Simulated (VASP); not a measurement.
# Mg2O (P-3m1) in VASP: single point with PBE

Aim: the single point of Mg2O with PBE.

Everything below comes from runs of VASP 6.6.1. Logs are shortened: lines on timing, memory, paths and dates and some standing lists are left out, and cuts for length are marked.

## Step 1: The cell of the first run

It takes space group P-3m1 (No. 164, trigonal). The conventional cell has a = 3.093 Å, b = 3.093 Å, c = 4.995 Å, α = 90.00°, β = 90.00°, γ = 120.00°. Within 2.9 Å of Mg (site symmetry 3m) lie 3 O at 2.17 Å. O (site symmetry -3m) has 6 Mg at 2.17 Å within 2.9 Å.

## Step 2: Single point, PBE

Contents of INCAR:

```
SYSTEM = Mg2O
  ALGO = Normal
  EDIFF = 1E-6
  ENCUT = 600
  GGA = PE
  GGA_COMPAT = .FALSE.
  ISIF = 2
  ISMEAR = 0
  LASPH = .TRUE.
  LCHARG = .FALSE.
  LREAL = .FALSE.
  LWAVE = .FALSE.
  NBANDS = 12
  NELM = 120
  PREC = Accurate
  SIGMA = 0.1
```

Contents of KPOINTS:

```
k-points
0
G
  6 6 4
  0 0 0
```

Contents of POSCAR:

```
Mg2O
1.0
    3.0925387620      0.0000000000      0.0000000000
   -1.5462693810      2.6782171301      0.0000000000
    0.0000000000      0.0000000000      4.9954625179
Mg O
2 1
Direct
    0.3333333333      0.6666666667      0.2476150680
    0.6666666667      0.3333333333      0.7523849320
    0.0000000000      0.0000000000      0.0000000000
```

Potentials or basis: VASP PAW PBE potentials, release 64 (Mg, O).

Started as:

```console
> cat potpaw_PBE.64/Mg/POTCAR potpaw_PBE.64/O/POTCAR > POTCAR
> mpirun -np 1 vasp_std > vasp.out
```

OUTCAR:

```text
SYSTEM = Mg2O
   EDIFF = 1E-6
   ENCUT = 600
   GGA = PE
   ISIF = 2
   ISMEAR = 0
   LASPH = .TRUE.
   LREAL = .FALSE.
   NELM = 120
   PREC = Accurate

 ion  position               nearest neighbor table
   1  0.333  0.667  0.248-   3 2.17   3 2.17   3 2.17   2 3.05   2 3.05   2 3.05   2 3.09   2 3.09
                             2 3.09
   2  0.667  0.333  0.752-   3 2.17   3 2.17   3 2.17   1 3.05   1 3.05   1 3.05   1 3.09   1 3.09
                             1 3.09
   3  0.000  0.000  0.000-   1 2.17   2 2.17   2 2.17   1 2.17   2 2.17   1 2.17

  LATTYP: Found a hexagonal cell.
 ALAT       =     3.0925387620
 C/A-ratio  =     1.6153273742

  Lattice vectors:

 A1 = (   3.0925387620,   0.0000000000,   0.0000000000)
 A2 = (  -1.5462693810,   2.6782171301,   0.0000000000)
 A3 = (   0.0000000000,   0.0000000000,   4.9954625179)

Analysis of symmetry for initial positions (statically):
=====================================================================
 Subroutine PRICEL returns:
 Original cell was already a primitive cell.

 Routine SETGRP: Setting up the symmetry group for a
 hexagonal supercell.

 Subroutine GETGRP returns: Found 12 space group operations
 (whereof 12 operations were pure point group operations)
 out of a pool of 24 trial point group operations.

The static configuration has the point symmetry D_3d.

Analysis of symmetry for dynamics (positions and initial velocities):
=====================================================================
 Subroutine PRICEL returns:
 Original cell was already a primitive cell.

 Routine SETGRP: Setting up the symmetry group for a
 hexagonal supercell.

 Subroutine GETGRP returns: Found 12 space group operations
 (whereof 12 operations were pure point group operations)
 out of a pool of 24 trial point group operations.

The dynamic configuration has the point symmetry D_3d.

 Subroutine INISYM returns: Found 12 space group operations
 (whereof 12 operations are pure point group operations),
 and found     1 'primitive' translations

----------------------------------------------------------------------------------------

                                     Primitive cell

  volume of cell :      41.3749

  direct lattice vectors                    reciprocal lattice vectors
     3.092538762  0.000000000  0.000000000     0.323358922  0.186691361  0.000000000
    -1.546269381  2.678217130  0.000000000     0.000000000  0.373382721  0.000000000
     0.000000000  0.000000000  4.995462518     0.000000000  0.000000000  0.200181664

  length of vectors
     3.092538762  3.092538762  4.995462518     0.373382721  0.373382721  0.200181664

  position of ions in fractional coordinates (direct lattice)
     0.333333333  0.666666667  0.247615068
     0.666666667  0.333333333  0.752384932
     0.000000000  0.000000000  0.000000000

  ion indices of the primitive-cell ions
   primitive index   ion index
                 1           1
                 2           2
                 3           3

----------------------------------------------------------------------------------------

 KPOINTS: k-points

Automatic generation of k-mesh.
 Grid dimensions read from file:
 generate k-points for:    6    6    4

 Generating k-lattice:

  Cartesian coordinates                     Fractional coordinates (reciprocal lattice)
     0.053893154  0.031115227  0.000000000     0.166666667  0.000000000  0.000000000
     0.000000000  0.062230454  0.000000000     0.000000000  0.166666667  0.000000000
     0.000000000  0.000000000  0.050045416     0.000000000  0.000000000  0.250000000

  Length of vectors
     0.062230454  0.062230454  0.050045416

  Shift w.r.t. Gamma in fractional coordinates (k-lattice)
     0.000000000  0.000000000  0.000000000

 Subroutine IBZKPT returns following result:
 ===========================================

 Found     24 irreducible k-points:

 Following reciprocal coordinates:
            Coordinates               Weight
  0.000000  0.000000  0.000000      1.000000
  0.166667  0.000000  0.000000      6.000000
  0.333333  0.000000  0.000000      6.000000
  0.500000  0.000000  0.000000      3.000000
  0.166667  0.166667  0.000000      6.000000
  0.333333  0.166667  0.000000     12.000000
[... 16 lines left out ...]
  0.333333  0.166667  0.500000     12.000000
  0.333333  0.333333  0.500000      2.000000
   k-points           NKPTS =     24   k-points in BZ     NKDIM =     24   number of bands    NBANDS=     12
   number of dos      NEDOS =    301   number of ions     NIONS =      3
   total plane-waves  NPLWV =  31360
   dimension x,y,z NGX =    28 NGY =   28 NGZ =   40
   dimension x,y,z NGXF=    56 NGYF=   56 NGZF=   80
   ions per type =               2   1
   NGX,Y,Z   is equivalent  to a cutoff of  15.05, 15.05, 13.31 a.u.
   NGXF,Y,Z  is equivalent  to a cutoff of  30.10, 30.10, 26.62 a.u.
 SYSTEM =  Mg2O
   PREC   = accura    normal or accurate (medium, high low for compatibility)
   ISTART =      0    job   : 0-new  1-cont  2-samecut
   ICHARG =      2    charge: 1-file 2-atom 10-const
   ISPIN  =      1    spin polarized calculation?
   LNONCOLLINEAR =      F non collinear calculations
   LSORBIT =      F    spin-orbit coupling
   LASPH  =      T    aspherical Exc in radial PAW
   ENCUT  =  600.0 eV  44.10 Ry    6.64 a.u.   6.18  6.18  9.98*2*pi/ulx,y,z
   NELM   =    120;   NELMIN=  2; NELMDL= -5     # of ELM steps
   EDIFF  = 0.1E-05   stopping-criterion for ELM
   LREAL  =      F    real-space projection
[... 7 lines left out ...]
   TEBEG  =    0.0;   TEEND  =   0.0 temperature during run
   PSTRESS=    0.0 pullay stress
   NELECT =      10.0000    total number of electrons
   NUPDOWN=      -1.0000    fix difference up-down
   EMIN   =  10.00;   EMAX   =-10.00  energy-range for DOS
   EFERMI =   0.00;   METHOD = LEGACY
   ISMEAR =     0;   SIGMA  =   0.10  broadening in eV -4-tet -1-fermi 0-gaus
   EFERMI_NEDOS =   21; number of points for ismear=-14 and -15
   IALGO  =     38    algorithm
   IMIX   =      4    mixing-type and parameters
     AMIX     =   0.40;   BMIX     =  1.00
     AMIX_MAG =   1.60;   BMIX_MAG =  1.00
  volume/ion in A,a.u.               =      13.79        93.07
  Fermi-wavevector in a.u.,A,eV,Ry     =   1.019755  1.927058 14.148709  1.039901
  Thomas-Fermi vector in A             =   2.153287
   LORBIT       =      0    0 simple, 1 ext, 2 COOP (PROOUT), +10 PAW based schemes
   GGA     = PE    functional components
   LHFCALC =     F    Hartree Fock is set to
   AEXX    =    0.0000 exact exchange contribution
   IVDW    =     0    specifies the selected vdW correction
   LEPSILON=     F    determine dielectric tensor
   LRPA    =     F    only Hartree local field effects (RPA)
 non-spin polarized calculation
 Gauss-broadening in eV      SIGMA  =   0.10
  energy-cutoff  :      600.00
  volume of cell :       41.37
 maximum number of plane-waves:      1404
 NGX is ok and might be reduce to    28
   NGX = 13   NGY = 13   NGZ = 19

 number of electron      10.0000000 magnetization

 Free energy of the ion-electron system (eV)
  ---------------------------------------------------
  ext. energy  EPLUGINS =         0.00000000
  ---------------------------------------------------
  free energy    TOTEN  =       -12.82312286 eV

  energy without entropy =      -12.82095622  energy(sigma->0) =      -12.82203954

 E-fermi :   4.9003     XC(G=0):  -9.7203

 val. band max:        4.8695792771   @ k =   0.5000   0.0000   0.2500
 cond. band min:       5.1887212228   @ k =   0.1667   0.0000   0.5000
 fundamental gap:      0.3191419456
 Fermi energy:         4.9003286740

 k-point     1 :       0.0000    0.0000    0.0000
  band No.  band energies     occupation
      1     -15.3907      2.00000
      2      -1.8571      2.00000
      3      -0.6626      2.00000
      4       0.5508      2.00000
      5       0.5508      2.00000
      6       7.3538      0.00000
      7       8.0284      0.00000
      8      15.6662      0.00000
      9      15.6662      0.00000
     10      16.7138      0.00000
     11      18.1614      0.00000
     12      18.1614      0.00000

 k-point     2 :       0.1667    0.0000    0.0000
  band No.  band energies     occupation
      1     -15.2389      2.00000
      2      -1.5948      2.00000
      3      -0.9900      2.00000
      4       0.3901      2.00000
      5       0.5514      2.00000
      6       7.9276      0.00000
      7       8.4319      0.00000
      8      12.6299      0.00000
      9      14.6984      0.00000
     10      15.1305      0.00000
     11      16.9033      0.00000
     12      17.3237      0.00000

 k-point     3 :       0.3333    0.0000    0.0000
  band No.  band energies     occupation
      1     -14.9139      2.00000
      2      -2.1870      2.00000
      3      -1.0129      2.00000
      4       0.0898      2.00000
      5       1.9449      2.00000
      6       7.1856      0.00000
      7       9.0139      0.00000
      8      10.2083      0.00000
      9      13.2067      0.00000
     10      13.8862      0.00000
     11      14.0770      0.00000
     12      15.9682      0.00000
[... 286 lines left out ...]
 k-point    23 :       0.3333    0.1667    0.5000
  band No.  band energies     occupation
      1     -14.7379      2.00000
      2      -2.3106      2.00000
      3      -1.0284      2.00000
      4      -0.6129      2.00000
      5       3.6959      2.00000
      6       6.4884      0.00000
      7       8.7961      0.00000
      8       9.6073      0.00000
      9      11.2714      0.00000
     10      12.8383      0.00000
     11      15.3098      0.00000
     12      16.2888      0.00000

 k-point    24 :       0.3333    0.3333    0.5000
  band No.  band energies     occupation
      1     -14.6521      2.00000
      2      -1.7486      2.00000
      3      -1.7486      2.00000
      4      -0.7605      2.00000
      5       5.4006      0.00000
      6       5.4006      0.00000
      7       7.4138      0.00000
      8      10.9072      0.00000
      9      10.9072      0.00000
     10      11.5086      0.00000
     11      16.4399      0.00000
     12      16.4399      0.00000

------------------------ aborting loop because EDIFF is reached ----------------------------------------

  FORCE on cell =-STRESS in cart. coord.  units (eV):
  Direction    XX          YY          ZZ          XY          YZ          ZX
  --------------------------------------------------------------------------------------
  -------------------------------------------------------------------------------------
  Total       -0.1731111     -0.1731111      0.1508873      0.0000000      0.0000000      0.0000000
  in kB       -6.7034563     -6.7034563      5.8428741      0.0000000      0.0000000      0.0000000
  external PRESSURE =      -2.5213462 kB  Pullay stress =       0.0000000 kB

 VOLUME and BASIS-vectors are now :
 -----------------------------------------------------------------------------
  energy-cutoff  :      600.00
  volume of cell :       41.37
      direct lattice vectors                 reciprocal lattice vectors
     3.092538762  0.000000000  0.000000000     0.323358922  0.186691361  0.000000000
    -1.546269381  2.678217130  0.000000000     0.000000000  0.373382721  0.000000000
     0.000000000  0.000000000  4.995462518     0.000000000  0.000000000  0.200181664

 POSITION                                       TOTAL-FORCE (eV/Angst)
 -----------------------------------------------------------------------------------
     -0.00000      1.78548      1.23695         0.000000      0.000000     -0.004559
      1.54627      0.89274      3.75851        -0.000000      0.000000      0.004559
      0.00000      0.00000      0.00000        -0.000000      0.000000      0.000000
 -----------------------------------------------------------------------------------
    total drift:                               -0.000000     -0.000000     -0.000000

  FREE ENERGIE OF THE ION-ELECTRON SYSTEM (eV)
  ---------------------------------------------------
  free  energy   TOTEN  =       -12.8231228550 eV

  energy  without entropy=      -12.8209562227  energy(sigma->0) =      -12.82203954
```

Run time: 30 s. Hardware: 1 thread of Intel Xeon 8259CL, shared host; peak memory 0.15 GiB.

Results:

| Quantity | Value |
| --- | --- |
| Free energy | -12.8231 eV |
| Pressure | -0.3 GPa |
| Largest force | 0.005 eV/Å |
| Band gap on the k mesh | zero (bands 5 and 6 overlap by 1.81 eV) |

Forces on the atoms (eV/Å):
```
Mg   0.000  0.000 -0.005
Mg   0.000  0.000  0.005
O    0.000  0.000  0.000
```

Stress tensor (GPa, compression positive):
```
-0.67  0.00  0.00
 0.00 -0.67  0.00
 0.00  0.00  0.58
```

Levels at points of the mesh, in eV from the Fermi level:
| k point | band 1 | band 2 | band 3 | band 4 | band 5 | band 6 | band 7 | band 8 | band 9 | band 10 |
| --- | --- | --- | --- | --- | --- | --- | --- | --- | --- | --- |
| (0.00, 0.00, 0.00) | -20.29 | -6.76 | -5.56 | -4.35 | -4.35 | 2.45 | 3.13 | 10.77 | 10.77 | 11.81 |
| (0.50, 0.00, 0.00) | -19.64 | -7.66 | -5.59 | -4.95 | -0.70 | -0.19 | 3.18 | 6.30 | 7.21 | 8.69 |
| (0.00, 0.00, 0.50) | -20.28 | -7.90 | -4.35 | -4.35 | -2.87 | -0.79 | 5.84 | 8.99 | 11.11 | 11.11 |
| (0.50, 0.00, 0.50) | -19.64 | -7.56 | -5.87 | -4.95 | -1.15 | 0.68 | 3.75 | 5.14 | 7.72 | 8.22 |

Caveat: the k points lie up to 0.39 Å⁻¹ apart, too coarse for converged energies and pressures of a metal.

The gap in the log of VASP goes by the Fermi energy; the results here count the filled bands.